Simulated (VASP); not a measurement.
# Ba in VASP: single point with r2SCAN

Aim: the single point of Ba with r2SCAN.

Program: VASP 6.6.1. These are calculated values, not measurements. Logs are shortened: lines on timing, memory, paths and dates and some standing lists are left out, and cuts for length are marked.

## 1. The cell of the first run

The cell holds a single atom in a box, 1 atom: a = 14.000 Å, b = 14.400 Å, c = 14.800 Å, α = 90.00°, β = 90.00°, γ = 90.00°.

## 2. Single point, r2SCAN, collinear spin, zero start

The input, POSCAR:

```
Ba
1.0
   14.0000000000      0.0000000000      0.0000000000
    0.0000000000     14.4000000000      0.0000000000
    0.0000000000      0.0000000000     14.8000000000
Ba
1
Direct
    0.5000000000      0.5000000000      0.5000000000
```

The input, INCAR.step1:

```
SYSTEM = Ba
ALGO = Normal
EDIFF = 1E-4
ENCUT = 520
GGA = PE
ISMEAR = -1
ISPIN = 2
ISYM = 0
LASPH = .TRUE.
LCHARG = .FALSE.
LREAL = .FALSE.
LWAVE = .TRUE.
MAGMOM = 0.01
NBANDS = 15
NELM = 150
PREC = Accurate
SIGMA = 0.01
```

The input, INCAR.step2:

```
SYSTEM = Ba
ALGO = Normal
EDIFF = 1E-6
ENCUT = 520
ISIF = 2
ISMEAR = -1
ISPIN = 2
ISTART = 1
ISYM = 0
LASPH = .TRUE.
LCHARG = .FALSE.
LMIXTAU = .TRUE.
LORBIT = 11
LREAL = .FALSE.
LWAVE = .FALSE.
MAGMOM = 0.01
METAGGA = R2SCAN
NBANDS = 15
NELM = 150
PREC = Accurate
SIGMA = 0.01
```

The input, KPOINTS:

```
k-points
0
G
  1 1 1
  0 0 0
```

Potentials or basis: VASP PAW PBE potentials, release 64 (Ba_sv).

On the command line:

```console
> cat potpaw_PBE.64/Ba_sv/POTCAR > POTCAR
> cp INCAR.step1 INCAR
> mpirun -np 1 vasp_gam > vasp.out
> cp INCAR.step2 INCAR
> mpirun -np 1 vasp_gam > vasp.out
```

OUTCAR:

```text
SYSTEM = Ba
   EDIFF = 1E-6
   ENCUT = 520
   ISIF = 2
   ISMEAR = -1
   ISPIN = 2
   ISTART = 1
   ISYM = 0
   LASPH = .TRUE.
   LORBIT = 11
   LREAL = .FALSE.
   METAGGA = R2SCAN
   NELM = 150
   PREC = Accurate

 ion  position               nearest neighbor table
   1  0.500  0.500  0.500-

IMPORTANT INFORMATION: All symmetrisations will be switched off!
NOSYMM: (Re-)initialisation of all symmetry stuff for point group C_1.

----------------------------------------------------------------------------------------

                                     Primitive cell

  volume of cell :    2983.6800

  direct lattice vectors                    reciprocal lattice vectors
    14.000000000  0.000000000  0.000000000     0.071428571  0.000000000  0.000000000
     0.000000000 14.400000000  0.000000000     0.000000000  0.069444444  0.000000000
     0.000000000  0.000000000 14.800000000     0.000000000  0.000000000  0.067567568

  length of vectors
    14.000000000 14.400000000 14.800000000     0.071428571  0.069444444  0.067567568

  position of ions in fractional coordinates (direct lattice)
     0.500000000  0.500000000  0.500000000

  ion indices of the primitive-cell ions
   primitive index   ion index
                 1           1

----------------------------------------------------------------------------------------

 KPOINTS: k-points

Automatic generation of k-mesh.
 Grid dimensions read from file:
 generate k-points for:    1    1    1

 Generating k-lattice:

  Cartesian coordinates                     Fractional coordinates (reciprocal lattice)
     0.071428571  0.000000000  0.000000000     1.000000000  0.000000000  0.000000000
     0.000000000  0.069444444  0.000000000     0.000000000  1.000000000  0.000000000
     0.000000000  0.000000000  0.067567568     0.000000000  0.000000000  1.000000000

  Length of vectors
     0.071428571  0.069444444  0.067567568

  Shift w.r.t. Gamma in fractional coordinates (k-lattice)
     0.000000000  0.000000000  0.000000000

 Subroutine IBZKPT returns following result:
 ===========================================

 Found      1 irreducible k-points:

 Following reciprocal coordinates:
            Coordinates               Weight
  0.000000  0.000000  0.000000      1.000000
   k-points           NKPTS =      1   k-points in BZ     NKDIM =      1   number of bands    NBANDS=     15
   number of dos      NEDOS =    301   number of ions     NIONS =      1
   total plane-waves  NPLWV = ******
   dimension x,y,z NGX =   108 NGY =  108 NGZ =  112
   dimension x,y,z NGXF=   216 NGYF=  216 NGZF=  224
   ions per type =               1
   NGX,Y,Z   is equivalent  to a cutoff of  12.82, 12.47, 12.58 a.u.
   NGXF,Y,Z  is equivalent  to a cutoff of  25.65, 24.94, 25.16 a.u.
 SYSTEM =  Ba
   PREC   = accura    normal or accurate (medium, high low for compatibility)
   ISTART =      1    job   : 0-new  1-cont  2-samecut
   ICHARG =      0    charge: 1-file 2-atom 10-const
   ISPIN  =      2    spin polarized calculation?
   LNONCOLLINEAR =      F non collinear calculations
   LSORBIT =      F    spin-orbit coupling
   LASPH  =      T    aspherical Exc in radial PAW
   ENCUT  =  520.0 eV  38.22 Ry    6.18 a.u.  26.03 26.77 27.52*2*pi/ulx,y,z
   NELM   =    150;   NELMIN=  2; NELMDL=  0     # of ELM steps
   EDIFF  = 0.1E-05   stopping-criterion for ELM
   LREAL  =      F    real-space projection
   EDIFFG = 0.1E-04   stopping-criterion for IOM
   NSW    =      0    number of steps for IOM
   IBRION =     -1    ionic relax: 0-MD 1-quasi-New 2-CG
   NFREE  =      0    steps in history (QN), initial steepest desc. (CG)
   ISIF   =      2    stress and relaxation
   ISYM   =      0    0-nonsym 1-usesym 2-fastsym
   POTIM  = 0.5000    time-step for ionic-motion
   TEBEG  =    0.0;   TEEND  =   0.0 temperature during run
   PSTRESS=    0.0 pullay stress
   NELECT =      10.0000    total number of electrons
   NUPDOWN=      -1.0000    fix difference up-down
   EMIN   =  10.00;   EMAX   =-10.00  energy-range for DOS
   EFERMI =   0.00;   METHOD = LEGACY
   ISMEAR =    -1;   SIGMA  =   0.01  broadening in eV -4-tet -1-fermi 0-gaus
   EFERMI_NEDOS =   21; number of points for ismear=-14 and -15
   IALGO  =     38    algorithm
   IMIX   =      4    mixing-type and parameters
     AMIX     =   0.40;   BMIX     =  1.00
     AMIX_MAG =   1.60;   BMIX_MAG =  1.00
  volume/ion in A,a.u.               =    2983.68     20134.87
  Fermi-wavevector in a.u.,A,eV,Ry     =   0.244995  0.462974  0.816657  0.060023
  Thomas-Fermi vector in A             =   1.055438
   LORBIT       =     11    0 simple, 1 ext, 2 COOP (PROOUT), +10 PAW based schemes
   METAGGA = R2SCAN    functional components
   LHFCALC =     F    Hartree Fock is set to
   AEXX    =    0.0000 exact exchange contribution
   IVDW    =     0    specifies the selected vdW correction
   LEPSILON=     F    determine dielectric tensor
   LRPA    =     F    only Hartree local field effects (RPA)
 spin polarized calculation
  energy-cutoff  :      520.00
  volume of cell :     2983.68
 maximum number of plane-waves:     40220
 NGX is ok and might be reduce to   108
   NGX = 53   NGY = 53   NGZ = 55

 number of electron       9.9999999 magnetization       0.0000000

 number of electron       9.9999999 magnetization      -0.0000116

 Free energy of the ion-electron system (eV)
  ---------------------------------------------------
  ext. energy  EPLUGINS =         0.00000000
  ---------------------------------------------------
  free energy    TOTEN  =       -24.40531017 eV

  energy without entropy =      -24.40531017  energy(sigma->0) =      -24.40531017

 E-fermi :  -2.7906     XC(G=0):  -0.4298

 val. band max:       -3.1174487527   @ k =   0.0000   0.0000   0.0000
 cond. band min:      -1.7322929384   @ k =   0.0000   0.0000   0.0000
 fundamental gap:      1.3851558143
 Fermi energy:        -2.7906474497

 spin component 1

 k-point     1 :       0.0000    0.0000    0.0000
  band No.  band energies     occupation
      1     -34.6765      1.00000
      2     -19.3275      1.00000
      3     -19.3274      1.00000
      4     -19.3273      1.00000
      5      -3.1176      1.00000
      6      -1.7308      0.00000
      7      -1.7306      0.00000
      8      -1.7297      0.00000
      9      -1.7295      0.00000
     10      -1.7292      0.00000
     11      -1.0246      0.00000
     12      -1.0227      0.00000
     13      -1.0199      0.00000
     14       0.2766      0.00000
     15       0.9013      0.00000
 Fermi energy:        -2.7906474497

 spin component 2

 k-point     1 :       0.0000    0.0000    0.0000
  band No.  band energies     occupation
      1     -34.6764      1.00000
      2     -19.3275      1.00000
      3     -19.3274      1.00000
      4     -19.3274      1.00000
      5      -3.1174      1.00000
      6      -1.7323      0.00000
      7      -1.7317      0.00000
      8      -1.7306      0.00000
      9      -1.7305      0.00000
     10      -1.7303      0.00000
     11      -1.0324      0.00000
     12      -1.0300      0.00000
     13      -1.0269      0.00000
     14       0.1445      0.00000
     15       0.7274      0.00000

------------------------ aborting loop because EDIFF is reached ----------------------------------------

  FORCE on cell =-STRESS in cart. coord.  units (eV):
  Direction    XX          YY          ZZ          XY          YZ          ZX
  --------------------------------------------------------------------------------------
  -------------------------------------------------------------------------------------
  Total       -0.0100670     -0.0068363     -0.0043047     -0.0000009      0.0000252      0.0000118
  in kB       -0.0054058     -0.0036710     -0.0023115     -0.0000005      0.0000135      0.0000063
  external PRESSURE =      -0.0037961 kB  Pullay stress =       0.0000000 kB

 VOLUME and BASIS-vectors are now :
 -----------------------------------------------------------------------------
  energy-cutoff  :      520.00
  volume of cell :     2983.68
      direct lattice vectors                 reciprocal lattice vectors
    14.000000000  0.000000000  0.000000000     0.071428571  0.000000000  0.000000000
     0.000000000 14.400000000  0.000000000     0.000000000  0.069444444  0.000000000
     0.000000000  0.000000000 14.800000000     0.000000000  0.000000000  0.067567568

 POSITION                                       TOTAL-FORCE (eV/Angst)
 -----------------------------------------------------------------------------------
      7.00000      7.20000      7.40000        -0.000002     -0.000017     -0.000014
 -----------------------------------------------------------------------------------
    total drift:                               -0.000002     -0.000017     -0.000014

  FREE ENERGIE OF THE ION-ELECTRON SYSTEM (eV)
  ---------------------------------------------------
  free  energy   TOTEN  =       -24.4053101734 eV

  energy  without entropy=      -24.4053101734  energy(sigma->0) =      -24.40531017

 total charge

# of ion       s       p       d       tot
------------------------------------------
    1        2.154   5.573   0.000   7.727

 magnetization (x)

# of ion       s       p       d       tot
------------------------------------------
    1        0.000  -0.000  -0.000   0.000
```

It took 40 min on 1 thread of Intel Xeon Platinum 8375C at 2.90GHz (Ice Lake), shared host; peak memory 4 GiB.

What came out:

- Free energy: -24.4053 eV
- Pressure: 0.0 GPa
- Band gap on the k mesh: 1.39 eV
- Net moment: 0.00 μB per cell
- Valence electrons inside the program's atomic spheres: Ba 7.73

Caveat: the PAW data sets were made with another functional, which shifts forces and pressure a little; spin-orbit coupling is left out, which moves the levels of the heavy elements.
